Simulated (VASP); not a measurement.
A run of VASP 6.6.1:

Contents of INCAR:

```
ALGO = Normal
EDIFF = 1E-6
ENCUT = 500
GGA = PE
GGA_COMPAT = False
ISIF = 2
ISMEAR = 0
LASPH = True
LCHARG = False
LREAL = False
LWAVE = False
NBANDS = 18
NELM = 120
PREC = Accurate
SIGMA = 0.05
```

The input KPOINTS:

```
k-points
0
Gamma
  10 10 8
```

POSCAR

```
BiTe
1.0
    4.3362402833      0.0000000000      0.0000000000
   -2.1681201417      3.7552942423      0.0000000000
    0.0000000000      0.0000000000      4.4734651311
Bi Te
1 1
Direct
    0.0000000000      0.0000000000      0.0000000000
    0.6666666667      0.3333333333      0.5000000000
```

Potentials or basis: VASP PAW PBE potentials, release 64 (Bi_d, Te).

Command:

```console
$ cat potpaw_PBE.64/Bi_d/POTCAR potpaw_PBE.64/Te/POTCAR > POTCAR
$ mpirun -np 1 vasp_std > vasp.out
```

Hardware: 1 thread of Intel(R) Xeon(R) Platinum 8488C (Sapphire Rapids) (shared host).

Question: Estimate the wall time of this run.

Answer: Run time: 51 s on 1 thread of Intel(R) Xeon(R) Platinum 8488C (Sapphire Rapids) (shared host), peak memory 0.24 GiB. Counts: scf iterations 13, k points 70.
